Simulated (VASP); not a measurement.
# Rb2SnF6 (Fm-3m) in VASP: single point with LDA

Aim: the single point of Rb2SnF6 with LDA.

All numbers are computed with VASP 6.6.1; they aren't measurements. Logs are shortened: lines on timing, memory, paths and dates and some standing lists are left out, and cuts for length are marked.

### Step 1. The cell of the first run

The structure is cubic, space group Fm-3m (No. 225). Conventional cell: a = 8.763 Å, b = 8.763 Å, c = 8.763 Å, α = 90.00°, β = 90.00°, γ = 90.00°. Rb (site symmetry -43m) has 12 F at 3.11 Å and 4 Sn at 3.79 Å within 4.1 Å. Sn (site symmetry m-3m) has 6 F at 1.97 Å within 2.6 Å. Within 2.6 Å of F (site symmetry 4mm) lie 1 Sn at 1.97 Å.

### Step 2. Single point, LDA

INCAR

```
  PREC = Accurate
  ENCUT = 1350
  EDIFF = 1E-6
  ISMEAR = -1
  SIGMA = 0.1
  LREAL = F
  LASPH = T
  NELM = 120
  ALGO = Normal
  ISIF = 2
  LWAVE = F
  LCHARG = T
  LELF = T
  LVHAR = T
  NBANDS = 47
  GGA_COMPAT = F
```

KPOINTS

```
Automatic mesh
0
Gamma
  3 3 3
```

POSCAR

```
Rb2SnF6
1.0
    0.0000000000      4.3812506427      4.3812506427
    4.3812506427      0.0000000000      4.3812506427
    4.3812506427      4.3812506427      0.0000000000
Rb Sn F
2 1 6
Direct
    0.2500000000      0.2500000000      0.2500000000
    0.7500000000      0.7500000000      0.7500000000
    0.0000000000      0.0000000000      0.0000000000
    0.7757026744      0.2242973256      0.2242973256
    0.2242973256      0.7757026744      0.7757026744
    0.2242973256      0.7757026744      0.2242973256
    0.7757026744      0.2242973256      0.7757026744
    0.2242973256      0.2242973256      0.7757026744
    0.7757026744      0.7757026744      0.2242973256
```

Potentials or basis: VASP PAW LDA potentials, release 64 (Rb_sv, Sn_d, F_h).

Started as:

```
$ cat potpaw_LDA.64/Rb_sv/POTCAR potpaw_LDA.64/Sn_d/POTCAR potpaw_LDA.64/F_h/POTCAR > POTCAR
$ mpirun -np 1 vasp_std > vasp.out
```

OUTCAR:

```text
PREC = Accurate
   ENCUT = 1350
   EDIFF = 1E-6
   ISMEAR = -1
   LREAL = F
   LASPH = T
   NELM = 120
   ISIF = 2

 ion  position               nearest neighbor table
   1  0.250  0.250  0.250-   4 3.11   7 3.11   9 3.11   5 3.11   6 3.11   9 3.11   5 3.11   7 3.11
                             8 3.11   4 3.11   6 3.11   8 3.11   3 3.79   3 3.79   3 3.79   3 3.79
   2  0.750  0.750  0.750-   5 3.11   7 3.11   9 3.11   4 3.11   6 3.11   9 3.11   4 3.11   7 3.11
                             8 3.11   5 3.11   6 3.11   8 3.11   3 3.79   3 3.79   3 3.79   3 3.79
   3  0.000  0.000  0.000-   4 1.97   5 1.97   6 1.97   7 1.97   8 1.97   9 1.97   1 3.79   2 3.79
                             2 3.79   2 3.79   2 3.79   1 3.79   1 3.79   1 3.79
   4  0.776  0.224  0.224-   3 1.97   2 3.11   1 3.11   2 3.11   1 3.11
   5  0.224  0.776  0.776-   3 1.97   2 3.11   2 3.11   1 3.11   1 3.11
   6  0.224  0.776  0.224-   3 1.97   2 3.11   1 3.11   2 3.11   1 3.11
   7  0.776  0.224  0.776-   3 1.97   2 3.11   2 3.11   1 3.11   1 3.11
   8  0.224  0.224  0.776-   3 1.97   2 3.11   1 3.11   2 3.11   1 3.11
   9  0.776  0.776  0.224-   3 1.97   2 3.11   2 3.11   1 3.11   1 3.11

  LATTYP: Found a face centered cubic cell.
 ALAT       =     8.7625012854

  Lattice vectors:

 A1 = (   0.0000000000,   4.3812506427,   4.3812506427)
 A2 = (   4.3812506427,   0.0000000000,   4.3812506427)
 A3 = (   4.3812506427,   4.3812506427,   0.0000000000)

Analysis of symmetry for initial positions (statically):
=====================================================================
 Subroutine PRICEL returns:
 Original cell was already a primitive cell.

 Routine SETGRP: Setting up the symmetry group for a
 face centered cubic supercell.

 Subroutine GETGRP returns: Found 48 space group operations
 (whereof 48 operations were pure point group operations)
 out of a pool of 48 trial point group operations.

The static configuration has the point symmetry O_h .

Analysis of symmetry for dynamics (positions and initial velocities):
=====================================================================
 Subroutine PRICEL returns:
 Original cell was already a primitive cell.

 Routine SETGRP: Setting up the symmetry group for a
 face centered cubic supercell.

 Subroutine GETGRP returns: Found 48 space group operations
 (whereof 48 operations were pure point group operations)
 out of a pool of 48 trial point group operations.

The dynamic configuration has the point symmetry O_h .

[... 96 lines left out ...]
   NFREE  =      0    steps in history (QN), initial steepest desc. (CG)
   ISIF   =      2    stress and relaxation
   ISYM   =      2    0-nonsym 1-usesym 2-fastsym
   POTIM  = 0.5000    time-step for ionic-motion
   TEBEG  =    0.0;   TEEND  =   0.0 temperature during run
   PSTRESS=    0.0 pullay stress
   NELECT =      74.0000    total number of electrons
   NUPDOWN=      -1.0000    fix difference up-down
   EMIN   =  10.00;   EMAX   =-10.00  energy-range for DOS
   EFERMI =   0.00;   METHOD = LEGACY
   ISMEAR =    -1;   SIGMA  =   0.10  broadening in eV -4-tet -1-fermi 0-gaus
   EFERMI_NEDOS =   21; number of points for ismear=-14 and -15
   IALGO  =     38    algorithm
   IMIX   =      4    mixing-type and parameters
     AMIX     =   0.40;   BMIX     =  1.00
     AMIX_MAG =   1.60;   BMIX_MAG =  1.00
  volume/ion in A,a.u.               =      18.69       126.12
  Fermi-wavevector in a.u.,A,eV,Ry     =   1.245118  2.352933 21.093381  1.550320
  Thomas-Fermi vector in A             =   2.379355
   LORBIT       =      0    0 simple, 1 ext, 2 COOP (PROOUT), +10 PAW based schemes
   GGA     = CA    functional components
   LHFCALC =     F    Hartree Fock is set to
   AEXX    =    0.0000 exact exchange contribution
   IVDW    =     0    specifies the selected vdW correction
   LEPSILON=     F    determine dielectric tensor
   LRPA    =     F    only Hartree local field effects (RPA)
 non-spin polarized calculation
  energy-cutoff  :     1350.00
  volume of cell :      168.20
 maximum number of plane-waves:     18974
 NGX is ok and might be reduce to    80
   NGX = 37   NGY = 37   NGZ = 37

 number of electron      74.0000002 magnetization

 Free energy of the ion-electron system (eV)
  ---------------------------------------------------
  ext. energy  EPLUGINS =         0.00000000
  ---------------------------------------------------
  free energy    TOTEN  =       -45.14724252 eV

  energy without entropy =      -45.14724252  energy(sigma->0) =      -45.14724252

 E-fermi :  -0.3299     XC(G=0):  -9.0774

 val. band max:       -2.8103608177   @ k =   0.0000   0.0000   0.0000
 cond. band min:       2.7939935434   @ k =   0.0000   0.0000   0.0000
 fundamental gap:      5.6043543612
 Fermi energy:        -0.3299188934

 k-point     1 :       0.0000    0.0000    0.0000
  band No.  band energies     occupation
      1     -24.7951      2.00000
      2     -24.7308      2.00000
      3     -23.0590      2.00000
      4     -23.0590      2.00000
      5     -22.6250      2.00000
      6     -22.0388      2.00000
[... 189 lines left out ...]
     46       8.9245      0.00000
     47       9.3539      0.00000

------------------------ aborting loop because EDIFF is reached ----------------------------------------

  FORCE on cell =-STRESS in cart. coord.  units (eV):
  Direction    XX          YY          ZZ          XY          YZ          ZX
  --------------------------------------------------------------------------------------
  -------------------------------------------------------------------------------------
  Total       -1.8989171     -1.8989171     -1.8989171     -0.0000000      0.0000000     -0.0000000
  in kB      -18.0880723    -18.0880723    -18.0880723     -0.0000000      0.0000000     -0.0000000
  external PRESSURE =     -18.0880723 kB  Pullay stress =       0.0000000 kB

 VOLUME and BASIS-vectors are now :
 -----------------------------------------------------------------------------
  energy-cutoff  :     1350.00
  volume of cell :      168.20
      direct lattice vectors                 reciprocal lattice vectors
     0.000000000  4.381250643  4.381250643    -0.114122665  0.114122665  0.114122665
     4.381250643  0.000000000  4.381250643     0.114122665 -0.114122665  0.114122665
     4.381250643  4.381250643  0.000000000     0.114122665  0.114122665 -0.114122665

 POSITION                                       TOTAL-FORCE (eV/Angst)
 -----------------------------------------------------------------------------------
      2.19063      2.19063      2.19063         0.000000      0.000000      0.000000
      6.57188      6.57188      6.57188        -0.000000      0.000000      0.000000
      0.00000      0.00000      0.00000         0.000000      0.000000      0.000000
      1.96541      4.38125      4.38125         0.119091      0.000000      0.000000
      6.79710      4.38125      4.38125        -0.119091      0.000000      0.000000
      4.38125      1.96541      4.38125         0.000000      0.119091      0.000000
      4.38125      6.79710      4.38125         0.000000     -0.119091      0.000000
      4.38125      4.38125      1.96541         0.000000      0.000000      0.119091
      4.38125      4.38125      6.79710         0.000000      0.000000     -0.119091
 -----------------------------------------------------------------------------------
    total drift:                               -0.000000     -0.000000     -0.000000

  FREE ENERGIE OF THE ION-ELECTRON SYSTEM (eV)
  ---------------------------------------------------
  free  energy   TOTEN  =       -45.1472425201 eV

  energy  without entropy=      -45.1472425200  energy(sigma->0) =      -45.14724252
```

Run time: 2.3 min. Hardware: 1 thread of Intel Xeon Platinum 8488C (Sapphire Rapids), shared host; peak memory 0.74 GiB.

Results:

* Free energy: -45.1472 eV
* Pressure: -1.8 GPa
* Largest force: 0.119 eV/Å
* Band gap on the k mesh: 5.60 eV

Forces on the atoms (eV/Å):
```
Rb   0.000  0.000  0.000
Rb   0.000  0.000  0.000
Sn   0.000  0.000  0.000
F    0.119  0.000  0.000
F   -0.119  0.000  0.000
F    0.000  0.119  0.000
F    0.000 -0.119  0.000
F    0.000  0.000  0.119
F    0.000  0.000 -0.119
```

Levels at points of the mesh, in eV from the valence-band top:
```
           k point  band 35  band 36  band 37  band 38  band 39  band 40
(0.00, 0.00, 0.00)     0.00     0.00     0.00     5.60     9.54     9.57
```

Caveat: spin-orbit coupling is left out, which moves the levels of the heavy elements.
